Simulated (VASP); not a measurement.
# Li16H15 (a cell with a defect) in VASP: notebook, part 2 of 2

VASP 6.6.1. Earlier steps stand in the parts before.

### 3 Single point, PBE (atoms taken out, then relaxed in part)

Contents of INCAR:

```
PREC = Accurate
ENCUT = 520
EDIFF = 1E-7
ISMEAR = 0
SIGMA = 0.01
LREAL = Auto
LASPH = True
NELM = 80
ALGO = Normal
ISIF = 2
LWAVE = False
LCHARG = True
GGA = PE
LELF = True
LVHAR = True
NELECT = 64.0
NBANDS = 52
```

Contents of KPOINTS:

```
regular mesh
0
Gamma
  1 1 1
```

Contents of POSCAR:

```
Li16H15
1.0
   -4.0071000518      4.0071000518     -4.0071000518
    4.0071000518     -4.0071000518     -4.0071000518
   -4.0071000518     -4.0071000518      4.0071000518
Li H
16 15
Direct
   -0.0095922941      0.2500000000      0.7404077059
    0.7500000000      0.2500000000      1.0000000000
    0.5095922941      0.2500000000      0.2595922941
    0.2500000000      0.0000000000      0.7500000000
    0.2500000000      0.2500000000      0.5000000000
    1.0000000000      1.0000000000      1.0000000000
    0.7500000000      0.0095922941      0.2595922941
    0.5000000000      0.7500000000      0.7500000000
    0.5095922941      0.0095922941      0.5000000000
    0.2500000000      0.7500000000      1.0000000000
    0.0000000000      0.7500000000      0.2500000000
    0.7500000000      0.4904077059      0.7404077059
    0.7500000000      0.7500000000      0.5000000000
    0.5000000000      0.5000000000      1.0000000000
    0.2500000000      0.5000000000      0.2500000000
   -0.0095922941      0.4904077059      0.5000000000
    0.4954543366      0.2500000000      0.7545456634
    0.2500000000      0.2500000000      0.0000000000
    0.0045456634     -0.0045456634      0.5000000000
    0.0045456634      0.2500000000      0.2454543366
    0.7500000000     -0.0045456634      0.7545456634
    0.4954543366     -0.0045456634     -0.0090913268
    0.2500000000      0.7500000000      0.5000000000
    0.2409086732     -0.0045456634      0.2454543366
    0.0045456634      0.7590913268      0.7545456634
    0.7500000000      0.7500000000      0.0000000000
    0.4954543366      0.5045456634      0.5000000000
    0.4954543366      0.7409086732      0.2454543366
    0.2590913268      0.5045456634      0.7545456634
    0.0045456634      0.5045456634      0.0090913268
    0.7500000000      0.5045456634      0.2454543366
```

Potentials or basis: VASP PAW PBE potentials, release 64 (Li_sv, H).

Command:

```sh
cat potpaw_PBE.64/Li_sv/POTCAR potpaw_PBE.64/H/POTCAR > POTCAR
mpirun -np 1 vasp_gam > vasp.out
```

It took 88 s on 1 thread of Intel Xeon Platinum 8259CL at 2.50GHz (Skylake/Cascade Lake), shared host; peak memory 0.33 GiB.

The run converged. Its results:

* Free energy: -90.2569 eV
* Largest force: 0.031 eV/Å

Forces in eV/Å, atoms in the order of the input:
```
Li  -0.031  0.000  0.000
Li   0.000  0.000  0.000
Li   0.031  0.000  0.000
Li   0.000  0.000  0.000
Li   0.000  0.000  0.000
Li   0.000  0.000  0.000
Li   0.000  0.031  0.000
Li   0.000  0.000  0.000
Li   0.000  0.000  0.031
Li   0.000  0.000  0.000
Li   0.000  0.000  0.000
Li   0.000 -0.031  0.000
Li   0.000  0.000  0.000
Li   0.000  0.000  0.000
Li   0.000  0.000  0.000
Li   0.000  0.000 -0.031
H    0.000 -0.008  0.008
H    0.000  0.000  0.000
H   -0.008  0.008  0.000
H    0.000  0.008 -0.008
H   -0.008  0.000  0.008
H    0.008  0.008  0.000
H    0.000  0.000  0.000
H    0.008  0.000  0.008
H    0.000 -0.008 -0.008
H    0.000  0.000  0.000
H    0.008 -0.008  0.000
H    0.000  0.008  0.008
H   -0.008  0.000 -0.008
H   -0.008 -0.008  0.000
H    0.008  0.000 -0.008
```

Levels at points of the mesh, in eV from the Fermi level:
```csv
k point,band 30,band 31,band 32,band 33,band 34,band 35
"(0.00, 0.00, 0.00)",-2.97,-2.97,-0.06,0.06,0.06,0.06
```

Caveat: the k points lie up to 1.11 Å⁻¹ apart; the cell carries a net charge on a neutralising background, which shifts energy and pressure; the cell differs from its parent crystal (atoms taken out, then relaxed in part); the cell is charged against a uniform background, so pressure and absolute levels hang on convention.

### 4 Single point, PBE, collinear spin (atoms taken out, then relaxed in part)

Contents of INCAR:

```
PREC = Accurate
ENCUT = 520
EDIFF = 1E-6
ISMEAR = 0
SIGMA = 0.01
LREAL = Auto
LASPH = T
NELM = 150
ALGO = Normal
ISIF = 2
LWAVE = F
LCHARG = F
ISPIN = 2
MAGMOM = 0.167 0 0.167 0 0 0 0.167 0 0.167 0 0 0.167 0 0 0 0.167 0 0 0 0 0 0 0 0 0 0 0 0 0 0 0
LORBIT = 11
GGA = PE
NBANDS = 56
```

KPOINTS is that of step 3.

Contents of POSCAR:

```
Li16H15
1.0
   -4.0071000518      4.0071000518     -4.0071000518
    4.0071000518     -4.0071000518     -4.0071000518
   -4.0071000518     -4.0071000518      4.0071000518
Li H
16 15
Direct
    0.0034840209      0.2500000000      0.7534840209
    0.7500000000      0.2500000000      1.0000000000
    0.4965159791      0.2500000000      0.2465159791
    0.2500000000      0.0000000000      0.7500000000
    0.2500000000      0.2500000000      0.5000000000
    1.0000000000      1.0000000000      1.0000000000
    0.7500000000     -0.0034840209      0.2465159791
    0.5000000000      0.7500000000      0.7500000000
    0.4965159791     -0.0034840209      0.5000000000
    0.2500000000      0.7500000000      1.0000000000
    0.0000000000      0.7500000000      0.2500000000
    0.7500000000      0.5034840209      0.7534840209
    0.7500000000      0.7500000000      0.5000000000
    0.5000000000      0.5000000000      1.0000000000
    0.2500000000      0.5000000000      0.2500000000
    0.0034840209      0.5034840209      0.5000000000
    0.4998360125      0.2500000000      0.7501639875
    0.2500000000      0.2500000000      0.0000000000
    0.0001639875     -0.0001639875      0.5000000000
    0.0001639875      0.2500000000      0.2498360125
    0.7500000000     -0.0001639875      0.7501639875
    0.4998360125     -0.0001639875     -0.0003279750
    0.2500000000      0.7500000000      0.5000000000
    0.2496720250     -0.0001639875      0.2498360125
    0.0001639875      0.7503279750      0.7501639875
    0.7500000000      0.7500000000      0.0000000000
    0.4998360125      0.5001639875      0.5000000000
    0.4998360125      0.7496720250      0.2498360125
    0.2503279750      0.5001639875      0.7501639875
    0.0001639875      0.5001639875      0.0003279750
    0.7500000000      0.5001639875      0.2498360125
```

Command:

```sh
cat potpaw_PBE.64/Li_sv/POTCAR potpaw_PBE.64/H/POTCAR > POTCAR
mpirun -np 1 vasp_gam > vasp.out
```

It took 2.1 min on 1 thread of Intel Xeon Platinum 8259CL at 2.50GHz (Skylake/Cascade Lake), shared host; peak memory 0.46 GiB.

It converged, with:

```yaml
Free_energy: -93.3660 eV
Largest_force: 0.004 eV/Å
Band_gap_on_the_k_mesh: 0.76 eV
Net_moment: 1.00 μB per cell
Site_moments: Li +0.01, +0.00 (each value once); H +0.00, +0.02 (each value once) μB
Valence_electrons_inside_the_program's_atomic_spheres: Li 2.08; H 0.55
```

Forces on the atoms (eV/Å):
```
Li   0.004  0.000  0.000
Li   0.000  0.000  0.000
Li  -0.004  0.000  0.000
Li   0.000  0.000  0.000
Li   0.000  0.000  0.000
Li   0.000  0.000  0.000
Li   0.000 -0.004  0.000
Li   0.000  0.000  0.000
Li   0.000  0.000 -0.004
Li   0.000  0.000  0.000
Li   0.000  0.000  0.000
Li   0.000  0.004  0.000
Li   0.000  0.000  0.000
Li   0.000  0.000  0.000
Li   0.000  0.000  0.000
Li   0.000  0.000  0.004
H    0.000 -0.003  0.003
H    0.000  0.000  0.000
H   -0.003  0.003  0.000
H    0.000  0.003 -0.003
H   -0.003  0.000  0.003
H    0.003  0.003  0.000
H    0.000  0.000  0.000
H    0.003  0.000  0.003
H    0.000 -0.003 -0.003
H    0.000  0.000  0.000
H    0.003 -0.003  0.000
H    0.000  0.003  0.003
H   -0.003  0.000 -0.003
H   -0.003 -0.003  0.000
H    0.003  0.000 -0.003
```

Levels at points of the mesh, in eV from the valence-band top:
Spin up:
| k point | band 30 | band 31 | band 32 | band 33 | band 34 | band 35 |
| --- | --- | --- | --- | --- | --- | --- |
| (0.00, 0.00, 0.00) | -2.19 | -2.19 | 0.00 | 0.76 | 0.76 | 0.76 |
Spin down:
| k point | band 28 | band 29 | band 30 | band 31 | band 32 | band 33 | band 34 | band 35 |
| --- | --- | --- | --- | --- | --- | --- | --- | --- |
| (0.00, 0.00, 0.00) | -4.81 | -3.20 | -2.17 | -2.17 | 0.85 | 0.85 | 0.85 | 1.39 |

Caveat: the k points lie up to 1.11 Å⁻¹ apart; the cell differs from its parent crystal (atoms taken out, then relaxed in part).
